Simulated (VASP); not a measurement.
A run of VASP 6.6.1:

File INCAR:

```
ALGO = Normal
EDIFF = 1E-6
ENCUT = 520
GGA = PE
ISIF = 2
ISMEAR = -1
LASPH = True
LCHARG = False
LREAL = False
LWAVE = False
NBANDS = 40
NELM = 80
PREC = Accurate
SIGMA = 0.1
```

KPOINTS

```
k-points
0
Gamma
  7 7 7
```

Contents of POSCAR:

```
Ca2BiRh2
1.0
    0.0000000000      3.6714928266     -0.0000001390
    3.6714928266      0.0000000000     -0.0000001390
    1.8357460639      1.8357460639     -9.2286367160
Rh Ca Bi
2 2 1
Direct
    0.2500000000      0.7500000000      0.5000000000
    0.7500000000      0.2500000000      0.5000000000
    0.3766821715      0.3766821715      0.2466356569
    0.6233178285      0.6233178285      0.7533643431
    0.0000000000      0.0000000000      0.0000000000
```

Potentials or basis: VASP PAW PBE potentials, release 64 (Rh_pv, Ca_sv, Bi_d).

Command:

```bash
$ cat potpaw_PBE.64/Rh_pv/POTCAR potpaw_PBE.64/Ca_sv/POTCAR potpaw_PBE.64/Bi_d/POTCAR > POTCAR
$ mpirun -np 1 vasp_std > vasp.out
```

Hardware: 1 thread of AMD EPYC 7R13, on a shared host.

Q: Estimate the wall time of this run.

A: Run time: 4.6 min on 1 thread of AMD EPYC 7R13, with other jobs on the host, peak memory 0.31 GiB. Counts: scf iterations 14, k points 40.
